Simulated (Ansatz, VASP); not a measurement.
# BN in VASP and in Ansatz

```xyz
2
Lattice="0.0000 1.8050 1.8050 1.8050 0.0000 1.8050 1.8050 1.8050 0.0000" Properties=species:S:1:pos:R:3 pbc="T T T"
B     0.0000    0.0000    0.0000
N     0.9025    0.9025    0.9025
```

Alike in both runs: task relaxation of cell and atoms; functional LDA; k mesh 10 × 10 × 10; occupations gaussian, width 0.1 eV; no spin polarisation.

|  | VASP | Ansatz |
| --- | --- | --- |
| version | VASP 6.6.1 | Ansatz 0.2.0 |
| potentials or method | VASP PAW LDA potentials, release 64 (B, N), cutoff 600 eV | scalar-relativistic, plane waves, PAW |
| valence electrons in the cell | 8 | 8 |

```tsv
	VASP	Ansatz	Ansatz less VASP
gap on the k mesh at the Fermi level, each at its own relaxed structure (eV)	4.38	4.39	+0.014
relaxed volume (Å³/atom)	5.75	5.74	-0.013
relaxed cell length with the largest relative difference (Å)	2.533	2.532	-0.0019
```

Ansatz warns that its potentials were made for another functional, while VASP's fit it. LDA's correlation is that of Perdew and Zunger in VASP and of Perdew and Wang (1992) in Ansatz.
